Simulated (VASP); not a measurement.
Wanted: the native input for a VASP 6.6.1 run.

```
Task                   : single point
Functional             : PBE
Potentials or basis    : VASP PAW PBE potentials, release 64 (Ga_d, C)
Cutoff                 : 520 eV
k mesh                 : 4 × 4 × 4
Occupations            : gaussian, width 0.1 eV
Spin                   : no spin polarisation
Dipole correction      : no
Further INCAR settings : ALGO = Normal; EDIFF = 1e-06; NBANDS = 27
```

The structure of Ga2C3 lies in POSCAR:

```
Ga2C3
1.0
    5.2906971400      0.0000000000      0.0000000000
    0.0000000000      5.2906971400      0.0000000000
    0.0000000000      0.0000000000      5.2906971400
Ga C
2 3
Direct
    0.5000000000      0.5000000000      0.5000000000
    0.0000000000      0.0000000000      0.0000000000
    0.0000000000      0.5000000000      0.5000000000
    0.5000000000      0.0000000000      0.5000000000
    0.5000000000      0.5000000000      0.0000000000
```

These files were run (other wordings do the same):

INCAR

```
  ALGO = Normal
  EDIFF = 1E-6
  ENCUT = 520
  GGA = PE
  ISIF = 2
  ISMEAR = 0
  LASPH = True
  LCHARG = False
  LREAL = False
  LWAVE = False
  NBANDS = 27
  NELM = 100
  PREC = Accurate
  SIGMA = 0.1
```

KPOINTS

```
k-points
0
Gamma
  4 4 4
```

Potentials or basis: VASP PAW PBE potentials, release 64 (Ga_d, C).

Command:

```bash
$ cat potpaw_PBE.64/Ga_d/POTCAR potpaw_PBE.64/C/POTCAR > POTCAR
$ mpirun -np 1 vasp_std > vasp.out
```

Results of the run:

```yaml
Pressure: -10.9 GPa
Band_gap_on_the_k_mesh: zero (band 19 reaches -0.18 eV, above the bottom of band 20 at -0.89 eV)
```

Run time: 66 s on 1 thread of AMD EPYC 7R43 64-Core Processor (Zen 3) (shared host), peak memory 0.2 GiB.
